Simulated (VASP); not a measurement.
# Sb (Im-3m) in VASP: further runs

Sb is run at these levels: PBE; tasks: single point, relaxation of cell and atoms.

All numbers are computed with VASP 6.6.1; they aren't measurements. Logs are shortened: lines on timing, memory, paths and dates and some standing lists are left out, and cuts for length are marked.

## Step 1: The cell of the first run

It takes space group Im-3m (No. 229, cubic). The conventional cell has a = 2.866 Å, b = 2.866 Å, c = 2.866 Å, α = 90.00°, β = 90.00°, γ = 90.00°. Within 3.3 Å of Sb (site symmetry m-3m) lie 14 Sb at 2.48 to 2.87 Å.

## Step 2: Single point, PBE

INCAR

```
SYSTEM = Sb
ALGO     = Normal         ! electronic algorithm
EDIFF    = 1E-6           ! SCF threshold, eV
ENCUT    = 500            ! plane-wave cutoff, eV
GGA      = PE             ! functional
GGA_COMPAT= .FALSE.      
ISIF     = 2              ! what is computed and relaxed
ISMEAR   = 0              ! smearing method
LASPH    = .TRUE.         ! aspherical terms in the spheres
LCHARG   = .FALSE.        ! write CHGCAR
LREAL    = .FALSE.        ! projectors in reciprocal space
LWAVE    = .FALSE.        ! write WAVECAR
NBANDS   = 8              ! bands
NELM     = 120            ! most SCF steps
PREC     = Accurate       ! precision mode
SIGMA    = 0.1            ! smearing width, eV
```

KPOINTS

```
k-points
0
G
  8 8 8
  0 0 0
```

POSCAR

```
Sb
1.0
   -1.4331289437      1.4331289437      1.4331289437
    1.4331289437     -1.4331289437      1.4331289437
    1.4331289437      1.4331289437     -1.4331289437
Sb
1
Direct
    0.0000000000      0.0000000000      0.0000000000
```

Potentials or basis: VASP PAW PBE potentials, release 64 (Sb).

Launch:

```bash
$ cat potpaw_PBE.64/Sb/POTCAR > POTCAR
$ mpirun -np 1 vasp_std > vasp.out
```

OUTCAR:

```text
SYSTEM = Sb
   EDIFF = 1E-6
   ENCUT = 500
   GGA = PE
   ISIF = 2
   ISMEAR = 0
   LASPH = .TRUE.
   LREAL = .FALSE.
   NELM = 120
   PREC = Accurate

 ion  position               nearest neighbor table
   1  0.000  0.000  0.000-

  LATTYP: Found a body centered cubic cell.
 ALAT       =     2.8662578874

  Lattice vectors:

 A1 = (  -1.4331289437,   1.4331289437,   1.4331289437)
 A2 = (   1.4331289437,  -1.4331289437,   1.4331289437)
 A3 = (   1.4331289437,   1.4331289437,  -1.4331289437)

Analysis of symmetry for initial positions (statically):
=====================================================================
 Subroutine PRICEL returns:
 Original cell was already a primitive cell.

 Routine SETGRP: Setting up the symmetry group for a
 body centered cubic supercell.

 Subroutine GETGRP returns: Found 48 space group operations
 (whereof 48 operations were pure point group operations)
 out of a pool of 48 trial point group operations.

The static configuration has the point symmetry O_h .

Analysis of symmetry for dynamics (positions and initial velocities):
=====================================================================
 Subroutine PRICEL returns:
 Original cell was already a primitive cell.

 Routine SETGRP: Setting up the symmetry group for a
 body centered cubic supercell.

 Subroutine GETGRP returns: Found 48 space group operations
 (whereof 48 operations were pure point group operations)
 out of a pool of 48 trial point group operations.

The dynamic configuration has the point symmetry O_h .

 Subroutine INISYM returns: Found 48 space group operations
 (whereof 48 operations are pure point group operations),
 and found     1 'primitive' translations

----------------------------------------------------------------------------------------

                                     Primitive cell

  volume of cell :      11.7738

  direct lattice vectors                    reciprocal lattice vectors
    -1.433128944  1.433128944  1.433128944     0.000000000  0.348886960  0.348886960
     1.433128944 -1.433128944  1.433128944     0.348886960  0.000000000  0.348886960
     1.433128944  1.433128944 -1.433128944     0.348886960  0.348886960  0.000000000

  length of vectors
     2.482252144  2.482252144  2.482252144     0.493400670  0.493400670  0.493400670

  position of ions in fractional coordinates (direct lattice)
[... 71 lines left out ...]
   ISPIN  =      1    spin polarized calculation?
   LNONCOLLINEAR =      F non collinear calculations
   LSORBIT =      F    spin-orbit coupling
   LASPH  =      T    aspherical Exc in radial PAW
   ENCUT  =  500.0 eV  36.75 Ry    6.06 a.u.   4.53  4.53  4.53*2*pi/ulx,y,z
   NELM   =    120;   NELMIN=  2; NELMDL= -5     # of ELM steps
   EDIFF  = 0.1E-05   stopping-criterion for ELM
   LREAL  =      F    real-space projection
   EDIFFG = 0.1E-04   stopping-criterion for IOM
   NSW    =      0    number of steps for IOM
   IBRION =     -1    ionic relax: 0-MD 1-quasi-New 2-CG
   NFREE  =      0    steps in history (QN), initial steepest desc. (CG)
   ISIF   =      2    stress and relaxation
   ISYM   =      2    0-nonsym 1-usesym 2-fastsym
   POTIM  = 0.5000    time-step for ionic-motion
   TEBEG  =    0.0;   TEEND  =   0.0 temperature during run
   PSTRESS=    0.0 pullay stress
   NELECT =       5.0000    total number of electrons
   NUPDOWN=      -1.0000    fix difference up-down
   EMIN   =  10.00;   EMAX   =-10.00  energy-range for DOS
   EFERMI =   0.00;   METHOD = LEGACY
   ISMEAR =     0;   SIGMA  =   0.10  broadening in eV -4-tet -1-fermi 0-gaus
   EFERMI_NEDOS =   21; number of points for ismear=-14 and -15
   IALGO  =     38    algorithm
   IMIX   =      4    mixing-type and parameters
     AMIX     =   0.40;   BMIX     =  1.00
     AMIX_MAG =   1.60;   BMIX_MAG =  1.00
  volume/ion in A,a.u.               =      11.77        79.45
  Fermi-wavevector in a.u.,A,eV,Ry     =   1.230532  2.325368 20.602063  1.514209
  Thomas-Fermi vector in A             =   2.365377
   LORBIT       =      0    0 simple, 1 ext, 2 COOP (PROOUT), +10 PAW based schemes
   GGA     = PE    functional components
   LHFCALC =     F    Hartree Fock is set to
   AEXX    =    0.0000 exact exchange contribution
   IVDW    =     0    specifies the selected vdW correction
   LEPSILON=     F    determine dielectric tensor
   LRPA    =     F    only Hartree local field effects (RPA)
 non-spin polarized calculation
 Gauss-broadening in eV      SIGMA  =   0.10
  energy-cutoff  :      500.00
  volume of cell :       11.77
 maximum number of plane-waves:       321
   NGX =  9   NGY =  9   NGZ =  9

 number of electron       5.0000001 magnetization

 Free energy of the ion-electron system (eV)
  ---------------------------------------------------
  ext. energy  EPLUGINS =         0.00000000
  ---------------------------------------------------
  free energy    TOTEN  =         3.91752125 eV

  energy without entropy =        3.92305698  energy(sigma->0) =        3.92028911

 E-fermi :  25.0988     XC(G=0): -14.2496

 val. band max:       24.4534099327   @ k =   0.2500   0.1250   0.1250
 cond. band min:      25.0988018248   @ k =   0.2500   0.0000   0.0000
 fundamental gap:      0.6453918921
 Fermi energy:        25.0987820276

 k-point     1 :       0.0000    0.0000    0.0000
  band No.  band energies     occupation
      1       1.5752      2.00000
      2      35.1501      0.00000
      3      35.1501      0.00000
      4      35.1501      0.00000
      5      38.8139      0.00000
      6      38.8139      0.00000
      7      38.8139      0.00000
      8      39.8357      0.00000
[... 243 lines left out ...]
 k-point    24 :      -0.3750    0.3750    0.2500
  band No.  band energies     occupation
      1      10.1808      2.00000
      2      20.5350      2.00000
      3      23.8914      2.00000
      4      27.2450      0.00000
      5      30.3197      0.00000
      6      38.5292      0.00000
      7      39.5128      0.00000
      8      42.6113      0.00000

 [... further k-points ...]
[... 5 lines left out ...]
  --------------------------------------------------------------------------------------
  -------------------------------------------------------------------------------------
  Total       26.4009305     26.4009305     26.4009305     -0.0000000      0.0000000     -0.0000000
  in kB     3592.6426713   3592.6426713   3592.6426713     -0.0000000      0.0000000     -0.0000000
  external PRESSURE =    3592.6426713 kB  Pullay stress =       0.0000000 kB

 VOLUME and BASIS-vectors are now :
 -----------------------------------------------------------------------------
  energy-cutoff  :      500.00
  volume of cell :       11.77
      direct lattice vectors                 reciprocal lattice vectors
    -1.433128944  1.433128944  1.433128944     0.000000000  0.348886960  0.348886960
     1.433128944 -1.433128944  1.433128944     0.348886960  0.000000000  0.348886960
     1.433128944  1.433128944 -1.433128944     0.348886960  0.348886960  0.000000000

 POSITION                                       TOTAL-FORCE (eV/Angst)
 -----------------------------------------------------------------------------------
      0.00000      0.00000      0.00000        -0.000000      0.000000     -0.000000
 -----------------------------------------------------------------------------------
    total drift:                                0.000000     -0.000000      0.000000

  FREE ENERGIE OF THE ION-ELECTRON SYSTEM (eV)
  ---------------------------------------------------
  free  energy   TOTEN  =         3.9175212471 eV

  energy  without entropy=        3.9230569780  energy(sigma->0) =        3.92028911
```

OSZICAR:

```text
N       E                     dE             d eps       ncg     rms          rms(c)
DAV:   1     0.144379927845E+02    0.14438E+02   -0.20237E+03   536   0.433E+02
DAV:   2     0.379542563675E+01   -0.10643E+02   -0.96757E+01   528   0.670E+01
DAV:   3     0.370148603106E+01   -0.93940E-01   -0.93761E-01   696   0.730E+00
DAV:   4     0.370136986392E+01   -0.11617E-03   -0.11616E-03   600   0.249E-01
DAV:   5     0.370136970785E+01   -0.15607E-06   -0.15336E-06   648   0.752E-03    0.849E+00
DAV:   6     0.384374935117E+01    0.14238E+00   -0.17487E-02   568   0.931E-01    0.552E+00
DAV:   7     0.391440625905E+01    0.70657E-01   -0.39860E-02   584   0.142E+00    0.163E-01
DAV:   8     0.391751568758E+01    0.31094E-02   -0.29673E-03   536   0.381E-01    0.144E-02
DAV:   9     0.391752086907E+01    0.51815E-05   -0.19786E-05   632   0.329E-02    0.119E-02
DAV:  10     0.391752313646E+01    0.22674E-05   -0.11101E-06   584   0.819E-03    0.160E-02
DAV:  11     0.391752115987E+01   -0.19766E-05   -0.23326E-08   360   0.120E-03    0.120E-03
DAV:  12     0.391752124707E+01    0.87199E-07   -0.10511E-09   304   0.273E-04
   1 F= 0.39175212E+01 E0= 0.39202891E+01  d E =-.553573E-02
```

It took 4 s on 1 thread of Intel Xeon Platinum 8488C (Sapphire Rapids), shared host; peak memory 0.12 GiB.

Results:

| Quantity | Value |
| --- | --- |
| Free energy | 3.9175 eV |
| Pressure | 359.3 GPa |

Levels at points of the mesh, in eV from the Fermi level:
| k point | band 1 | band 2 | band 3 | band 4 | band 5 | band 6 | band 7 | band 8 |
| --- | --- | --- | --- | --- | --- | --- | --- | --- |
| (0.00, 0.00, 0.00) | -23.52 | 10.05 | 10.05 | 10.05 | 13.72 | 13.72 | 13.72 | 14.74 |
| (0.50, 0.00, 0.00) | -13.58 | -11.94 | 3.60 | 3.85 | 8.14 | 10.49 | 17.71 | 18.83 |
| (0.50, 0.50, 0.50) | -5.37 | -5.37 | -5.37 | 0.73 | 0.80 | 0.80 | 19.77 | 21.49 |

Caveat: the k points lie up to 0.39 Å⁻¹ apart; spin-orbit coupling is left out, which moves the levels of the heavy elements.

## Step 3: Single point, PBE

This run uses another cell than the first one, of 27.28 Å³/atom, 2.317 times its volume.

INCAR

```
  PREC = Accurate
  ENCUT = 500
  EDIFF = 1E-6
  ISMEAR = 0
  SIGMA = 0.1
  LREAL = F
  LASPH = T
  NELM = 120
  ALGO = Normal
  ISIF = 2
  LWAVE = F
  LCHARG = F
  GGA = PE
  NBANDS = 8
  GGA_COMPAT = F
```

KPOINTS

```
Automatic mesh
0
Gamma
  10 10 10
```

POSCAR

```
Sb
1.0
   -1.8964368467      1.8964368467      1.8964368467
    1.8964368467     -1.8964368467      1.8964368467
    1.8964368467      1.8964368467     -1.8964368467
Sb
1
Direct
    0.0000000000      0.0000000000      0.0000000000
```

Potentials or basis: VASP PAW PBE potentials, release 64 (Sb).

Launch:

```bash
$ cat potpaw_PBE.64/Sb/POTCAR > POTCAR
$ mpirun -np 1 vasp_std > vasp.out
```

Run time: 4.1 s. Hardware: 1 thread of Intel Xeon Platinum 8488C (Sapphire Rapids), shared host; peak memory 0.13 GiB.

It converged, with:

- Free energy: -3.8998 eV
- Pressure: 0.4 GPa

Levels at points of the mesh, in eV from the Fermi level:
```csv
k point,band 1,band 2,band 3,band 4,band 5,band 6,band 7
"(0.00, 0.00, 0.00)",-12.73,5.40,5.40,5.40,10.51,10.51,10.51
"(0.50, 0.00, 0.00)",-8.78,-5.50,1.67,3.70,6.38,6.92,13.67
"(0.50, 0.50, 0.50)",-5.64,-1.96,-1.96,-1.96,3.01,3.01,17.47
```

Caveat: spin-orbit coupling is left out, which moves the levels of the heavy elements.

## Step 4: Relaxation of cell and atoms, PBE

INCAR

```
SYSTEM = Sb
PREC = Accurate
ENCUT = 500
EDIFF = 1E-7
ISMEAR = 0
SIGMA = 0.1
LREAL = .FALSE.
LASPH = .TRUE.
NELM = 120
ALGO = Normal
ISIF = 3
LWAVE = .FALSE.
LCHARG = .FALSE.
GGA = PE
IBRION = 2
NSW = 80
EDIFFG = -0.05
GGA_COMPAT = .FALSE.
NELMIN = 4
```

KPOINTS

```
Automatic mesh
0
G
  10 10 10
  0 0 0
```

POSCAR

```
Sb
1.0
   -1.4331289437      1.4331289437      1.4331289437
    1.4331289437     -1.4331289437      1.4331289437
    1.4331289437      1.4331289437     -1.4331289437
Sb
1
Direct
    0.0000000000      0.0000000000      0.0000000000
```

Launch:

```bash
$ cat potpaw_PBE.64/Sb/POTCAR > POTCAR
$ mpirun -np 1 vasp_std > vasp.out
```

It took 35 s on 1 thread of Intel Xeon Platinum 8488C (Sapphire Rapids), shared host; peak memory 0.12 GiB.

The run converged. Its results:

```
Free energy                            : -3.8983 eV
Relaxed volume                         : 27.33 Å³/atom
Relaxed cell                           : a = 3.287 Å, b = 3.287 Å, c = 3.287 Å, α = 109.47°, β = 109.47°, γ = 109.47°
Space group after relaxing (to 0.05 Å) : Im-3m (No. 229)
Energy gained by relaxing              : 7815.3 meV/atom
Ionic steps                            : 25
Pressure after relaxing                : 0.3 GPa
```

The path:
| step | energy change (eV) | largest force (eV/Å) | pressure (GPa) | volume (Å³) |
| --- | --- | --- | --- | --- |
| 1 | 0.0000 | 0.0000 | 360.91 | 11.77 |
| 2 | -4.4892 | 0.0000 | -1.32 | 139.45 |
| 3 | -4.5754 | 0.0000 | -1.58 | 129.91 |
| 4 | -4.6804 | 0.0000 | -1.92 | 120.25 |
| 5 | -6.8709 | 0.0000 | -9.36 | 46.87 |
| 6 | -7.7833 | 0.0000 | 5.43 | 25.42 |
| 7 | -7.7834 | 0.0000 | -4.05 | 29.78 |
| 8 | -7.8150 | 0.0000 | -0.52 | 27.69 |
| 9 | -7.8152 | 0.0000 | 0.37 | 27.28 |
| 10 | -7.8152 | 0.0000 | 0.37 | 27.28 |
| 11 | -7.8152 | 0.0000 | 0.37 | 27.28 |
| 12 | -7.8152 | 0.0000 | 0.37 | 27.28 |
| 13 | -7.8152 | 0.0000 | 0.37 | 27.28 |
| 14 | -7.8152 | 0.0000 | 0.37 | 27.28 |
| 15 | -7.8152 | 0.0000 | 0.37 | 27.28 |
| 16 | -7.8152 | 0.0000 | 0.37 | 27.28 |
| 17 | -7.8152 | 0.0000 | 0.37 | 27.28 |
| 18 | -7.8152 | 0.0000 | 0.37 | 27.28 |
| 19 | -7.8152 | 0.0000 | 0.37 | 27.28 |
| 20 | -7.8152 | 0.0000 | 0.36 | 27.28 |
| 21 | -7.8152 | 0.0000 | 0.36 | 27.28 |
| 22 | -7.8153 | 0.0000 | 0.35 | 27.29 |
| 23 | -7.8153 | 0.0000 | 0.34 | 27.29 |
| 24 | -7.8153 | 0.0000 | 0.31 | 27.30 |
| 25 | -7.8153 | 0.0000 | 0.26 | 27.33 |

Final structure:
```cif
data_structure
_symmetry_space_group_name_H-M 'P 1'
_symmetry_Int_Tables_number 1
_cell_length_a 3.2866
_cell_length_b 3.2866
_cell_length_c 3.2866
_cell_angle_alpha 109.471
_cell_angle_beta 109.471
_cell_angle_gamma 109.471
_cell_volume 27.33
loop_
_atom_site_label
_atom_site_type_symbol
_atom_site_fract_x
_atom_site_fract_y
_atom_site_fract_z
_atom_site_occupancy
Sb1 Sb 0.00000 0.00000 0.00000 1
```

Levels at points of the mesh, in eV from the Fermi level:
```csv
k point,band 1,band 2,band 3,band 4,band 5,band 6
"(0.00, 0.00, 0.00)",-12.72,5.38,5.38,5.38,10.50,10.50
"(0.50, 0.00, 0.00)",-8.77,-5.49,1.66,3.70,6.38,6.91
"(0.50, 0.50, 0.50)",-5.65,-1.95,-1.95,-1.95,3.01,3.01
```

Caveat: the volume moved by over 15 % at a fixed basis, so the end points are rough; spin-orbit coupling is left out, which moves the levels of the heavy elements.

## Step 5: Overview

| task | cell | k mesh | gap on the mesh (eV) | pressure (GPa) |
| --- | --- | --- | --- | --- |
| single point | a = 2.482 Å, angles 109.5°, 1 atom | 8 × 8 × 8 | none | 359.3 |
| single point | a = 3.285 Å, angles 109.5°, 1 atom | 10 × 10 × 10 | none | 0.4 |
| relaxation of cell and atoms | relaxed from a = 2.482 Å, angles 109.5°, 1 atom | 10 × 10 × 10 | none | 0.3 |

Alike in all rows: level PBE; potentials or basis VASP PAW PBE potentials, release 64 (Sb); no spin polarisation; cutoff (eV) 500; smearing gaussian 0.1 eV.

Caveats: some runs use coarse meshes; spin-orbit coupling is left out, which moves the levels of the heavy elements; the volume moved by over 15 % at a fixed basis, so the end points are rough (some runs).

Absolute energies hang on the potentials; compare differences alone.
